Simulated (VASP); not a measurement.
# NaCl (I4/mmm) in VASP: single point with HSE06

Aim: the single point of NaCl with HSE06.

Program: VASP 6.6.1. These are calculated values, not measurements. Logs are shortened: lines on timing, memory, paths and dates and some standing lists are left out, and cuts for length are marked.

## 1. The cell of the first run

The structure is tetragonal, space group I4/mmm (No. 139). Conventional cell: a = 3.964 Å, b = 3.964 Å, c = 5.299 Å, α = 90.00°, β = 90.00°, γ = 90.00°. Within 3.5 Å of Na (site symmetry 4/mmm) lie 6 Cl at 2.65 to 2.80 Å. Cl (site symmetry 4/mmm) has 6 Na at 2.65 to 2.80 Å within 3.5 Å.

## 2. Single point, HSE06 (uniaxial y strain -5.5%)

Contents of POSCAR:

```
NaCl
1.0
    0.0000000000      2.6497027965      2.8027319616
    2.8027319616      0.0000000000      2.8027319616
    2.8027319616      2.6497027965      0.0000000000
Na Cl
1 1
Direct
    0.0000000000      0.0000000000      0.0000000000
    0.5000000000      0.5000000000      0.5000000000
```

Contents of INCAR.step1:

```
SYSTEM = NaCl
  ALGO = Normal
  EDIFF = 1E-5
  ENCUT = 520
  GGA = PE
  ISIF = 2
  ISMEAR = 0
  LASPH = .TRUE.
  LCHARG = .FALSE.
  LREAL = .FALSE.
  LWAVE = .TRUE.
  NBANDS = 14
  NELM = 60
  PREC = Accurate
  SIGMA = 0.01
```

Contents of INCAR.step2:

```
SYSTEM = NaCl
  ALGO = Normal
  EDIFF = 1E-6
  ENCUT = 520
  GGA = PE
  HFSCREEN = 0.2079
  ISIF = 2
  ISMEAR = 0
  ISTART = 1
  LASPH = .TRUE.
  LCHARG = .FALSE.
  LHFCALC = .TRUE.
  LREAL = .FALSE.
  LWAVE = .FALSE.
  NBANDS = 14
  NELM = 60
  PREC = Accurate
  PRECFOCK = Normal
  SIGMA = 0.01
```

Contents of KPOINTS:

```
k-points
0
G
  6 6 6
  0 0 0
```

Potentials or basis: VASP PAW PBE potentials, release 64 (Na_pv, Cl).

On the command line:

```console
cat potpaw_PBE.64/Na_pv/POTCAR potpaw_PBE.64/Cl/POTCAR > POTCAR
cp INCAR.step1 INCAR
mpirun -np 1 vasp_std > vasp.out
cp INCAR.step2 INCAR
mpirun -np 1 vasp_std > vasp.out
```

OUTCAR:

```text
SYSTEM = NaCl
   EDIFF = 1E-6
   ENCUT = 520
   GGA = PE
   HFSCREEN = 0.2079
   ISIF = 2
   ISMEAR = 0
   ISTART = 1
   LASPH = .TRUE.
   LHFCALC = .TRUE.
   LREAL = .FALSE.
   NELM = 60
   PREC = Accurate
   PRECFOCK = Normal

 ion  position               nearest neighbor table
   1  0.000  0.000  0.000-   2 2.65   2 2.65
   2  0.500  0.500  0.500-   1 2.65   1 2.65

  LATTYP: Found a body centered tetragonal cell.
 ALAT       =     3.9636615518
 C/A-ratio  =     1.3369975019

  Lattice vectors:

 A1 = (   0.0000000000,  -2.6497027965,   2.8027319616)
 A2 = (   0.0000000000,  -2.6497027965,  -2.8027319616)
 A3 = (   2.8027319616,   2.6497027965,   0.0000000000)

Analysis of symmetry for initial positions (statically):
=====================================================================
 Subroutine PRICEL returns:
 Original cell was already a primitive cell.

 Routine SETGRP: Setting up the symmetry group for a
 body centered tetragonal supercell.

 Subroutine GETGRP returns: Found 16 space group operations
 (whereof 16 operations were pure point group operations)
 out of a pool of 16 trial point group operations.

The static configuration has the point symmetry D_4h.

Analysis of symmetry for dynamics (positions and initial velocities):
=====================================================================
 Subroutine PRICEL returns:
 Original cell was already a primitive cell.

 Routine SETGRP: Setting up the symmetry group for a
 body centered tetragonal supercell.

 Subroutine GETGRP returns: Found 16 space group operations
 (whereof 16 operations were pure point group operations)
 out of a pool of 16 trial point group operations.

The dynamic configuration has the point symmetry D_4h.

 Subroutine INISYM returns: Found 16 space group operations
 (whereof 16 operations are pure point group operations),
 and found     1 'primitive' translations

----------------------------------------------------------------------------------------

                                     Primitive cell

  volume of cell :      41.6285

  direct lattice vectors                    reciprocal lattice vectors
     0.000000000  2.649702797  2.802731962    -0.178397366  0.188700408  0.178397366
     2.802731962  0.000000000  2.802731962     0.178397366 -0.188700408  0.178397366
     2.802731962  2.649702797  0.000000000     0.178397366  0.188700408 -0.178397366

  length of vectors
     3.856971786  3.963661552  3.856971786     0.315054098  0.315054098  0.315054098

  position of ions in fractional coordinates (direct lattice)
     0.000000000  0.000000000  0.000000000
     0.500000000  0.500000000  0.500000000

  ion indices of the primitive-cell ions
   primitive index   ion index
                 1           1
                 2           2

----------------------------------------------------------------------------------------

 KPOINTS: k-points

Automatic generation of k-mesh.
 Grid dimensions read from file:
 generate k-points for:    6    6    6

 Generating k-lattice:

  Cartesian coordinates                     Fractional coordinates (reciprocal lattice)
    -0.029732894  0.031450068  0.029732894     0.166666667  0.000000000  0.000000000
     0.029732894 -0.031450068  0.029732894     0.000000000  0.166666667  0.000000000
     0.029732894  0.031450068 -0.029732894     0.000000000  0.000000000  0.166666667

  Length of vectors
     0.052509016  0.052509016  0.052509016

  Shift w.r.t. Gamma in fractional coordinates (k-lattice)
     0.000000000  0.000000000  0.000000000

 Subroutine IBZKPT returns following result:
 ===========================================

 Found     30 irreducible k-points:

 Following reciprocal coordinates:
            Coordinates               Weight
  0.000000  0.000000  0.000000      1.000000
  0.166667  0.000000  0.000000      8.000000
  0.333333  0.000000  0.000000      8.000000
  0.500000  0.000000  0.000000      4.000000
  0.166667  0.166667  0.000000      4.000000
  0.333333  0.166667  0.000000     16.000000
[... 16 lines left out ...]
  0.333333 -0.333333  0.166667     16.000000
  0.500000 -0.333333  0.166667      4.000000
 [... further k-points ...]
   k-points           NKPTS =     30   k-points in BZ     NKDIM =    216   number of bands    NBANDS=     14
   number of dos      NEDOS =    301   number of ions     NIONS =      2
   total plane-waves  NPLWV =  27000
   dimension x,y,z NGX =    30 NGY =   30 NGZ =   30
   dimension x,y,z NGXF=    60 NGYF=   60 NGZF=   60
   ions per type =               1   1
   NGX,Y,Z   is equivalent  to a cutoff of  12.93, 12.58, 12.93 a.u.
   NGXF,Y,Z  is equivalent  to a cutoff of  25.86, 25.17, 25.86 a.u.
 SYSTEM =  NaCl
   PREC   = accura    normal or accurate (medium, high low for compatibility)
   ISTART =      1    job   : 0-new  1-cont  2-samecut
   ICHARG =      0    charge: 1-file 2-atom 10-const
   ISPIN  =      1    spin polarized calculation?
   LNONCOLLINEAR =      F non collinear calculations
   LSORBIT =      F    spin-orbit coupling
   LASPH  =      T    aspherical Exc in radial PAW
   ENCUT  =  520.0 eV  38.22 Ry    6.18 a.u.   7.17  7.37  7.17*2*pi/ulx,y,z
   NELM   =     60;   NELMIN=  2; NELMDL=  0     # of ELM steps
   EDIFF  = 0.1E-05   stopping-criterion for ELM
   LREAL  =      F    real-space projection
   EDIFFG = 0.1E-04   stopping-criterion for IOM
   NSW    =      0    number of steps for IOM
   IBRION =     -1    ionic relax: 0-MD 1-quasi-New 2-CG
   NFREE  =      0    steps in history (QN), initial steepest desc. (CG)
   ISIF   =      2    stress and relaxation
   ISYM   =      3    0-nonsym 1-usesym 2-fastsym
   POTIM  = 0.5000    time-step for ionic-motion
   TEBEG  =    0.0;   TEEND  =   0.0 temperature during run
   PSTRESS=    0.0 pullay stress
   NELECT =      14.0000    total number of electrons
   NUPDOWN=      -1.0000    fix difference up-down
   EMIN   =  10.00;   EMAX   =-10.00  energy-range for DOS
   EFERMI =   0.00;   METHOD = LEGACY
   ISMEAR =     0;   SIGMA  =   0.01  broadening in eV -4-tet -1-fermi 0-gaus
   EFERMI_NEDOS =   21; number of points for ismear=-14 and -15
   IALGO  =     38    algorithm
   IMIX   =      1    mixing-type and parameters
     AMIX     =   0.40;   BMIX     =  1.00
     AMIX_MAG =   1.60;   BMIX_MAG =  1.00
  volume/ion in A,a.u.               =      20.81       140.46
  Fermi-wavevector in a.u.,A,eV,Ry     =   1.138468  2.151392 17.634632  1.296109
  Thomas-Fermi vector in A             =   2.275172
   LORBIT       =      0    0 simple, 1 ext, 2 COOP (PROOUT), +10 PAW based schemes
   GGA     = PE    functional components
   LHFCALC =     T    Hartree Fock is set to
   PRECFOCK=normal    Normal, Fast or Accurate (Low or Medium for compatibility)
   ENCUT4O =  -1.0   cutoff for four orbital integrals eV
   NKREDX  =     1    reduce k-point grid by
   NKREDY  =     1    reduce k-point grid by
   NKREDZ  =     1    reduce k-point grid by
   AEXX    =    0.2500 exact exchange contribution
   HFSCREEN=    0.2079 screening length (either q_TF or 0.3 A-1)
   HFSCREENC=   0.2079 screening length for correlation (either q_TF or 0.3 A-1)
   ENCUTFOCK=  -1.0 apply spherical cutoff to Coloumb kernel
   IVDW    =     0    specifies the selected vdW correction
   LEPSILON=     F    determine dielectric tensor
   LRPA    =     F    only Hartree local field effects (RPA)
 non-spin polarized calculation
 Gauss-broadening in eV      SIGMA  =   0.01
  energy-cutoff  :      520.00
  volume of cell :       41.63
 maximum number of plane-waves:      1153
 NGX is ok and might be reduce to    30
  NGX = 24; NGY = 24; NGZ = 24

 number of electron      13.9999999 magnetization

 Free energy of the ion-electron system (eV)
  ---------------------------------------------------
  ext. energy  EPLUGINS =         0.00000000
  ---------------------------------------------------
  free energy    TOTEN  =        -7.83358970 eV

  energy without entropy =       -7.83358970  energy(sigma->0) =       -7.83358970

 E-fermi :  -1.1846     XC(G=0):  -7.0505

 val. band max:       -1.2604253702   @ k =   0.0000   0.0000   0.0000
 cond. band min:       5.5191798677   @ k =   0.0000   0.0000   0.0000
 fundamental gap:      6.7796052379
 Fermi energy:        -1.1846375758

 k-point     1 :       0.0000    0.0000    0.0000
  band No.  band energies     occupation
      1     -24.0146      2.00000
      2     -24.0142      2.00000
      3     -24.0142      2.00000
      4     -15.3244      2.00000
      5      -1.3138      2.00000
      6      -1.2604      2.00000
      7      -1.2604      2.00000
      8       5.5192      0.00000
      9      11.3008      0.00000
     10      11.3008      0.00000
     11      11.7434      0.00000
     12      13.4753      0.00000
     13      14.2428      0.00000
     14      15.3424      0.00000

 k-point     2 :       0.1667    0.0000    0.0000
  band No.  band energies     occupation
      1     -24.0246      2.00000
      2     -24.0151      2.00000
      3     -24.0145      2.00000
      4     -15.2162      2.00000
      5      -1.9764      2.00000
      6      -1.3654      2.00000
      7      -1.3635      2.00000
      8       6.3884      0.00000
      9      10.6245      0.00000
     10      11.5891      0.00000
     11      11.9630      0.00000
     12      13.2869      0.00000
     13      13.8298      0.00000
     14      16.7699      0.00000

 k-point     3 :       0.3333    0.0000    0.0000
  band No.  band energies     occupation
      1     -24.0446      2.00000
      2     -24.0169      2.00000
      3     -24.0148      2.00000
      4     -14.9886      2.00000
      5      -3.0936      2.00000
      6      -1.5585      2.00000
      7      -1.5047      2.00000
      8       7.4044      0.00000
      9      10.7075      0.00000
     10      11.3539      0.00000
     11      11.9923      0.00000
     12      14.7164      0.00000
     13      14.7346      0.00000
     14      16.2245      0.00000

 k-point     4 :       0.5000    0.0000    0.0000
  band No.  band energies     occupation
      1     -24.0545      2.00000
      2     -24.0179      2.00000
      3     -24.0149      2.00000
      4     -14.8685      2.00000
      5      -3.5766      2.00000
      6      -1.6510      2.00000
      7      -1.5715      2.00000
      8       7.4839      0.00000
      9      11.1165      0.00000
     10      11.6080      0.00000
     11      11.7825      0.00000
     12      15.8326      0.00000
     13      16.8123      0.00000
     14      17.2729      0.00000

 k-point     5 :       0.1667    0.1667    0.0000
  band No.  band energies     occupation
      1     -24.0223      2.00000
      2     -24.0175      2.00000
      3     -24.0160      2.00000
      4     -15.1947      2.00000
      5      -1.9701      2.00000
      6      -1.5180      2.00000
      7      -1.4224      2.00000
      8       6.6775      0.00000
      9      10.0411      0.00000
     10      12.1288      0.00000
     11      12.1639      0.00000
[... 276 lines left out ...]
 k-point    22 :      -0.3333    0.5000    0.1667
  band No.  band energies     occupation
      1     -24.0352      2.00000
      2     -24.0300      2.00000
      3     -24.0261      2.00000
      4     -14.8029      2.00000
      5      -2.9972      2.00000
      6      -2.2892      2.00000
      7      -2.2329      2.00000
      8       8.9976      0.00000
      9       9.1701      0.00000
     10      11.0715      0.00000
     11      13.2489      0.00000
     12      16.1837      0.00000
     13      16.8300      0.00000
     14      17.6666      0.00000

 k-point    23 :       0.3333   -0.3333    0.1667
  band No.  band energies     occupation
      1     -24.0411      2.00000
      2     -24.0291      2.00000
      3     -24.0216      2.00000
      4     -14.8047      2.00000
      5      -3.0419      2.00000
      6      -2.4839      2.00000
      7      -1.9057      2.00000
      8       9.2138      0.00000
      9       9.7086      0.00000
     10      10.4378      0.00000
     11      12.4782      0.00000
     12      14.9394      0.00000
     13      16.6252      0.00000
     14      17.8806      0.00000

 k-point    24 :       0.5000   -0.3333    0.1667
  band No.  band energies     occupation
      1     -24.0365      2.00000
      2     -24.0301      2.00000
      3     -24.0244      2.00000
      4     -14.8027      2.00000
      5      -3.0419      2.00000
      6      -2.4002      2.00000
      7      -2.0355      2.00000
      8       8.9055      0.00000
      9       9.1819      0.00000
     10      10.8928      0.00000
     11      12.5894      0.00000
     12      16.7113      0.00000
     13      17.0696      0.00000
     14      17.6812      0.00000

 [... further k-points ...]

------------------------ aborting loop because EDIFF is reached ----------------------------------------

  FORCE on cell =-STRESS in cart. coord.  units (eV):
  Direction    XX          YY          ZZ          XY          YZ          ZX
  --------------------------------------------------------------------------------------
  -------------------------------------------------------------------------------------
  Total        0.3924430      1.3835910      0.3924430      0.0000000     -0.0000000      0.0000000
  in kB       15.1041704     53.2510327     15.1041704      0.0000000     -0.0000000      0.0000000
  external PRESSURE =      27.8197912 kB  Pullay stress =       0.0000000 kB

 VOLUME and BASIS-vectors are now :
 -----------------------------------------------------------------------------
  energy-cutoff  :      520.00
  volume of cell :       41.63
      direct lattice vectors                 reciprocal lattice vectors
     0.000000000  2.649702797  2.802731962    -0.178397366  0.188700408  0.178397366
     2.802731962  0.000000000  2.802731962     0.178397366 -0.188700408  0.178397366
     2.802731962  2.649702797  0.000000000     0.178397366  0.188700408 -0.178397366

 POSITION                                       TOTAL-FORCE (eV/Angst)
 -----------------------------------------------------------------------------------
      0.00000      0.00000      0.00000         0.000000     -0.000000     -0.000000
      2.80273      2.64970      2.80273        -0.000000      0.000000      0.000000
 -----------------------------------------------------------------------------------
    total drift:                               -0.000001     -0.000001      0.000001

  FREE ENERGIE OF THE ION-ELECTRON SYSTEM (eV)
  ---------------------------------------------------
  free  energy   TOTEN  =        -7.8335896978 eV

  energy  without entropy=       -7.8335896978  energy(sigma->0) =       -7.83358970
```

Run time: 68 min. Hardware: 1 thread of AMD EPYC 7R43 (Zen 3), shared host; peak memory 0.25 GiB.

Results:

| Quantity | Value |
| --- | --- |
| Free energy | -7.8336 eV |
| Pressure | 2.8 GPa |
| Band gap on the k mesh | 6.78 eV |

Levels at points of the mesh, in eV from the valence-band top:
| k point | band 4 | band 5 | band 6 | band 7 | band 8 | band 9 | band 10 | band 11 |
| --- | --- | --- | --- | --- | --- | --- | --- | --- |
| (0.00, 0.00, 0.00) | -14.06 | -0.05 | 0.00 | 0.00 | 6.78 | 12.56 | 12.56 | 13.00 |
| (0.50, 0.00, 0.00) | -13.61 | -2.32 | -0.39 | -0.31 | 8.74 | 12.38 | 12.87 | 13.04 |
| (0.50, 0.50, 0.00) | -13.57 | -2.04 | -0.79 | -0.60 | 9.23 | 9.43 | 13.27 | 16.89 |
| (0.50, 0.00, 0.50) | -13.51 | -1.98 | -0.84 | -0.84 | 9.18 | 9.20 | 13.82 | 16.95 |

Caveat: the cell differs from its parent crystal (uniaxial y strain -5.5%); the PAW data sets were made with another functional, which shifts forces and pressure a little.
